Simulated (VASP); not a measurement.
C, 4 atoms in the cell. The typed cell holds 4 atoms: a = 2.468 Å, b = 2.476 Å, c = 7.149 Å, α = 91.92°, β = 89.57°, γ = 120.87°. 

```yaml
Program: VASP 6.6.1
Task: single point
Functional: LDA
Potentials_or_basis: VASP PAW LDA potentials, release 64 (C)
Cutoff: 520 eV
k_mesh: 4 × 4 × 2
Occupations: gaussian, width 0.1 eV
Spin: no spin polarisation
Dipole_correction: no
Further_INCAR_settings: ALGO = Normal; EDIFF = 1e-07; NBANDS = 16
```

Potentials or basis: VASP PAW LDA potentials, release 64 (C).

Launch:

```console
$ cat potpaw_LDA.64/C/POTCAR > POTCAR
$ mpirun -np 1 vasp_std > vasp.out
```

Hardware: 1 thread of Intel Xeon 8259CL (shared host).

Question: How long does it take, and how much memory?

Answer: Wall time 16 s on 1 thread of Intel Xeon 8259CL (shared host), peak memory 0.12 GiB. Counts: scf iterations 13, k points 20.
